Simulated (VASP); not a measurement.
# BAs2 (P6/mmm) in VASP: relaxation of cell and atoms with PBE

Aim: the relaxation of cell and atoms of BAs2 with PBE.

All numbers are computed with VASP 6.6.1; they aren't measurements. Logs are shortened: lines on timing, memory, paths and dates and some standing lists are left out, and cuts for length are marked.

### Step 1. The cell of the first run

Symmetry: P6/mmm, No. 191, hexagonal system. Conventional cell: a = 4.744 Å, b = 4.744 Å, c = 2.565 Å, α = 90.00°, β = 90.00°, γ = 120.00°. B (site symmetry 6/mmm) has 2 B at 2.57 Å and 12 As at 3.02 Å within 3.4 Å. Within 3.4 Å of As (site symmetry -6m2) lie 5 As at 2.57 to 2.74 Å and 6 B at 3.02 Å.

The cell was built from a structure type or drawn by symmetry, and may not be a known phase.

### Step 2. Relaxation of cell and atoms, PBE

File INCAR:

```
SYSTEM = BAs2
PREC = Accurate ; ENCUT = 600
EDIFF = 1E-7 ; ISMEAR = 0
SIGMA = 0.1 ; LREAL = .False.
LASPH = .True. ; NELM = 60
ALGO = Normal ; ISIF = 3
LWAVE = .False. ; LCHARG = .False.
GGA = PE ; IBRION = 2
NSW = 100 ; EDIFFG = -0.01
```

File KPOINTS:

```
regular mesh
0
Gamma
  12 12 18
  0 0 0
```

File POSCAR:

```
BAs2
1.0
    4.7437708885      0.0000000000      0.0000000000
   -2.3718854443      4.1082260992      0.0000000000
    0.0000000000      0.0000000000      2.5650421947
B As
1 2
Direct
    0.0000000000      0.0000000000      0.0000000000
    0.3333333333      0.6666666667      0.5000000000
    0.6666666667      0.3333333333      0.5000000000
```

Potentials or basis: VASP PAW PBE potentials, release 64 (B, As).

Command:

```sh
> cat potpaw_PBE.64/B/POTCAR potpaw_PBE.64/As/POTCAR > POTCAR
> mpirun -np 1 vasp_std > vasp.out
```

OUTCAR:

```text
SYSTEM = BAs2
   PREC = Accurate
   ENCUT = 600
   EDIFF = 1E-7
   ISMEAR = 0
   LREAL = .False.
   LASPH = .True.
   NELM = 60
   ISIF = 3
   GGA = PE
   IBRION = 2
   NSW = 100
   EDIFFG = -0.01

 ion  position               nearest neighbor table
   1  0.000  0.000  0.000-
   2  0.333  0.667  0.500-   3 2.74   3 2.74   3 2.74
   3  0.667  0.333  0.500-   2 2.74   2 2.74   2 2.74

  LATTYP: Found a hexagonal cell.
 ALAT       =     4.7437708885
 C/A-ratio  =     0.5407179763

  Lattice vectors:

 A1 = (   4.7437708885,   0.0000000000,   0.0000000000)
 A2 = (  -2.3718854443,   4.1082260992,   0.0000000000)
 A3 = (   0.0000000000,   0.0000000000,   2.5650421947)

Analysis of symmetry for initial positions (statically):
=====================================================================
 Subroutine PRICEL returns:
 Original cell was already a primitive cell.

 Routine SETGRP: Setting up the symmetry group for a
 hexagonal supercell.

 Subroutine GETGRP returns: Found 24 space group operations
 (whereof 24 operations were pure point group operations)
 out of a pool of 24 trial point group operations.

The static configuration has the point symmetry D_6h.

Analysis of symmetry for dynamics (positions and initial velocities):
=====================================================================
 Subroutine PRICEL returns:
 Original cell was already a primitive cell.

 Routine SETGRP: Setting up the symmetry group for a
 hexagonal supercell.

 Subroutine GETGRP returns: Found 24 space group operations
 (whereof 24 operations were pure point group operations)
 out of a pool of 24 trial point group operations.

The dynamic configuration has the point symmetry D_6h.

 Subroutine INISYM returns: Found 24 space group operations
 (whereof 24 operations are pure point group operations),
 and found     1 'primitive' translations

----------------------------------------------------------------------------------------

                                     Primitive cell

  volume of cell :      49.9888

  direct lattice vectors                    reciprocal lattice vectors
     4.743770889  0.000000000  0.000000000     0.210802761  0.121707031  0.000000000
    -2.371885444  4.108226099  0.000000000     0.000000000  0.243414061  0.000000000
     0.000000000  0.000000000  2.565042195     0.000000000  0.000000000  0.389857135

  length of vectors
     4.743770889  4.743770889  2.565042195     0.243414061  0.243414061  0.389857135

  position of ions in fractional coordinates (direct lattice)
     0.000000000  0.000000000  0.000000000
     0.333333333  0.666666667  0.500000000
     0.666666667  0.333333333  0.500000000

  ion indices of the primitive-cell ions
   primitive index   ion index
                 1           1
                 2           2
                 3           3

----------------------------------------------------------------------------------------

 KPOINTS: regular mesh

Automatic generation of k-mesh.
 Grid dimensions read from file:
 generate k-points for:   12   12   18

 Generating k-lattice:

  Cartesian coordinates                     Fractional coordinates (reciprocal lattice)
     0.017566897  0.010142253  0.000000000     0.083333333  0.000000000  0.000000000
     0.000000000  0.020284505  0.000000000     0.000000000  0.083333333  0.000000000
     0.000000000  0.000000000  0.021658730     0.000000000  0.000000000  0.055555556

  Length of vectors
     0.020284505  0.020284505  0.021658730

  Shift w.r.t. Gamma in fractional coordinates (k-lattice)
     0.000000000  0.000000000  0.000000000

 Subroutine IBZKPT returns following result:
 ===========================================

 Found    190 irreducible k-points:

 Following reciprocal coordinates:
            Coordinates               Weight
  0.000000  0.000000  0.000000      1.000000
  0.083333  0.000000  0.000000      6.000000
  0.166667  0.000000  0.000000      6.000000
  0.250000  0.000000  0.000000      6.000000
  0.333333  0.000000  0.000000      6.000000
  0.416667  0.000000  0.000000      6.000000
[... 16 lines left out ...]
  0.250000  0.000000  0.055556     12.000000
  0.333333  0.000000  0.055556     12.000000
 [... further k-points ...]
   k-points           NKPTS =    190   k-points in BZ     NKDIM =    190   number of bands    NBANDS=     10
   number of dos      NEDOS =    301   number of ions     NIONS =      3
   total plane-waves  NPLWV =  32000
   dimension x,y,z NGX =    40 NGY =   40 NGZ =   20
   dimension x,y,z NGXF=    80 NGYF=   80 NGZF=   40
   ions per type =               1   2
   NGX,Y,Z   is equivalent  to a cutoff of  14.02, 14.02, 12.96 a.u.
   NGXF,Y,Z  is equivalent  to a cutoff of  28.04, 28.04, 25.92 a.u.
 SYSTEM =  BAs2
   PREC   = accura    normal or accurate (medium, high low for compatibility)
   ISTART =      0    job   : 0-new  1-cont  2-samecut
   ICHARG =      2    charge: 1-file 2-atom 10-const
   ISPIN  =      1    spin polarized calculation?
   LNONCOLLINEAR =      F non collinear calculations
   LSORBIT =      F    spin-orbit coupling
   LASPH  =      T    aspherical Exc in radial PAW
   ENCUT  =  600.0 eV  44.10 Ry    6.64 a.u.   9.47  9.47  5.12*2*pi/ulx,y,z
   NELM   =     60;   NELMIN=  2; NELMDL= -5     # of ELM steps
   EDIFF  = 0.1E-06   stopping-criterion for ELM
   LREAL  =      F    real-space projection
   EDIFFG = -.1E-01   stopping-criterion for IOM
   NSW    =    100    number of steps for IOM
   IBRION =      2    ionic relax: 0-MD 1-quasi-New 2-CG
   NFREE  =      1    steps in history (QN), initial steepest desc. (CG)
   ISIF   =      3    stress and relaxation
   ISYM   =      2    0-nonsym 1-usesym 2-fastsym
   POTIM  = 0.5000    time-step for ionic-motion
   TEBEG  =    0.0;   TEEND  =   0.0 temperature during run
   PSTRESS=    0.0 pullay stress
   NELECT =      13.0000    total number of electrons
   NUPDOWN=      -1.0000    fix difference up-down
   EMIN   =  10.00;   EMAX   =-10.00  energy-range for DOS
   EFERMI =   0.00;   METHOD = LEGACY
   ISMEAR =     0;   SIGMA  =   0.10  broadening in eV -4-tet -1-fermi 0-gaus
   EFERMI_NEDOS =   21; number of points for ismear=-14 and -15
   IALGO  =     38    algorithm
   IMIX   =      4    mixing-type and parameters
     AMIX     =   0.40;   BMIX     =  1.00
     AMIX_MAG =   1.60;   BMIX_MAG =  1.00
  volume/ion in A,a.u.               =      16.66       112.45
  Fermi-wavevector in a.u.,A,eV,Ry     =   1.044957  1.974682 14.856680  1.091935
  Thomas-Fermi vector in A             =   2.179732
   LORBIT       =      0    0 simple, 1 ext, 2 COOP (PROOUT), +10 PAW based schemes
   GGA     = PE    functional components
   LHFCALC =     F    Hartree Fock is set to
   AEXX    =    0.0000 exact exchange contribution
   IVDW    =     0    specifies the selected vdW correction
   LEPSILON=     F    determine dielectric tensor
   LRPA    =     F    only Hartree local field effects (RPA)
 conjugate gradient relaxation of ions
 non-spin polarized calculation
 Gauss-broadening in eV      SIGMA  =   0.10
  energy-cutoff  :      600.00
  volume of cell :       49.99
 maximum number of plane-waves:      1695
 NGX is ok and might be reduce to    40
   NGX = 19   NGY = 19   NGZ = 11

--------------------------------------- Ionic step        1  -------------------------------------------

 number of electron      13.0000000 magnetization

 Free energy of the ion-electron system (eV)
  ---------------------------------------------------
  ext. energy  EPLUGINS =         0.00000000
  ---------------------------------------------------
  free energy    TOTEN  =       -11.96220739 eV

  energy without entropy =      -11.95489193  energy(sigma->0) =      -11.95854966

------------------------ aborting loop because EDIFF is reached ----------------------------------------

  FORCE on cell =-STRESS in cart. coord.  units (eV):
  Direction    XX          YY          ZZ          XY          YZ          ZX
  --------------------------------------------------------------------------------------
  -------------------------------------------------------------------------------------
  Total       -1.0142052     -1.0142052      1.3862875      0.0000000     -0.0000000      0.0000000
  in kB      -32.5060232    -32.5060232     44.4315380      0.0000000     -0.0000000      0.0000000
  external PRESSURE =      -6.8601695 kB  Pullay stress =       0.0000000 kB
[... 170 lines left out ...]
  energy  without entropy=      -12.0204106853  energy(sigma->0) =      -12.02409522

--------------------------------------- Ionic step        6  -------------------------------------------

 number of electron      13.0000001 magnetization

 Free energy of the ion-electron system (eV)
  ---------------------------------------------------
  ext. energy  EPLUGINS =         0.00000000
  ---------------------------------------------------
  free energy    TOTEN  =       -12.02783708 eV

  energy without entropy =      -12.02040756  energy(sigma->0) =      -12.02412232

 E-fermi :   5.8981     XC(G=0): -10.6741

 val. band max:        5.8778780325   @ k =   0.2500   0.0000   0.3889
 cond. band min:       5.9061689211   @ k =   0.1667   0.1667   0.0556
 fundamental gap:      0.0282908886
 Fermi energy:         5.8980956729

 k-point     1 :       0.0000    0.0000    0.0000
  band No.  band energies     occupation
      1      -9.2101      2.00000
      2      -3.5786      2.00000
      3       0.7024      2.00000
      4       1.0234      2.00000
      5       1.0234      2.00000
      6       2.7187      2.00000
      7       2.7187      2.00000
      8       9.7001      0.00000
      9      12.2849      0.00000
     10      12.2849      0.00000
[... 287 lines left out ...]
 k-point    24 :       0.3333    0.0000    0.0556
  band No.  band energies     occupation
      1      -8.3367      2.00000
      2      -5.5484      2.00000
      3      -1.2370      2.00000
      4      -0.2121      2.00000
      5       3.6699      2.00000
      6       5.8484      1.51807
      7       7.4016      0.00000
      8       8.6573      0.00000
      9       9.8843      0.00000
     10      10.3691      0.00000

 [... further k-points ...]

------------------------ aborting loop because EDIFF is reached ----------------------------------------

  FORCE on cell =-STRESS in cart. coord.  units (eV):
  Direction    XX          YY          ZZ          XY          YZ          ZX
  --------------------------------------------------------------------------------------
  -------------------------------------------------------------------------------------
  Total       -0.0139560     -0.0139560     -0.0097907      0.0000000      0.0000000      0.0000000
  in kB       -0.4544189     -0.4544189     -0.3187953      0.0000000      0.0000000      0.0000000
  external PRESSURE =      -0.4092110 kB  Pullay stress =       0.0000000 kB
[... 18 lines left out ...]
  FREE ENERGIE OF THE ION-ELECTRON SYSTEM (eV)
  ---------------------------------------------------
  free  energy   TOTEN  =       -12.0278370780 eV

  energy  without entropy=      -12.0204075629  energy(sigma->0) =      -12.02412232

 reached required accuracy - stopping structural energy minimisation
```

Wall time 3.3 min (1 thread of Intel Xeon Platinum 8488C (Sapphire Rapids), shared host); peak memory 0.28 GiB.

What came out:

```
Free energy                           : -12.0278 eV
Relaxed volume                        : 16.40 Å³/atom
Relaxed cell                          : a = 4.618 Å, b = 4.618 Å, c = 2.664 Å, α = 90.00°, β = 90.00°, γ = 120.00°
Space group after relaxing (to 0.1 Å) : P6/mmm (No. 191)
Energy gained by relaxing             : 21.9 meV/atom
Ionic steps                           : 6
Pressure after relaxing               : 0.0 GPa
Band gap on the k mesh                : zero (an odd number of electrons rules out a gap without spin polarisation)
```

Step by step:
| step | energy change (eV) | largest force (eV/Å) | pressure (GPa) | volume (Å³) |
| --- | --- | --- | --- | --- |
| 1 | 0.0000 | 0.0000 | -0.69 | 49.99 |
| 2 | -0.0542 | 0.0000 | -0.41 | 49.45 |
| 3 | -0.0649 | 0.0000 | 0.01 | 49.17 |
| 4 | -0.0656 | 0.0000 | 0.14 | 49.09 |
| 5 | -0.0656 | 0.0000 | 0.17 | 49.07 |
| 6 | -0.0656 | 0.0000 | -0.04 | 49.21 |

Final structure:
```
B As
1.0
     4.61846    0.00000    0.00000
    -2.30923    3.99971    0.00000
     0.00000    0.00000    2.66372
B As
1 2
Cartesian
  0.0000 0.0000 0.0000
  0.0000 2.6665 1.3319
  2.3092 1.3332 1.3319
```

Levels at points of the mesh, in eV from the Fermi level:
```tsv
k point	band 3	band 4	band 5	band 6	band 7	band 8	band 9	band 10
(0.00, 0.00, 0.00)	-5.20	-4.87	-4.87	-3.18	-3.18	3.80	6.39	6.39
(0.50, 0.00, 0.00)	-7.50	-6.41	-0.06	0.26	2.05	2.38	3.26	5.32
(0.00, 0.00, 0.50)	-5.61	-2.67	-2.07	-2.07	-1.20	-0.83	1.07	1.07
(0.50, 0.00, 0.50)	-6.20	-5.38	-3.05	-2.98	-2.79	0.24	2.69	3.40
```
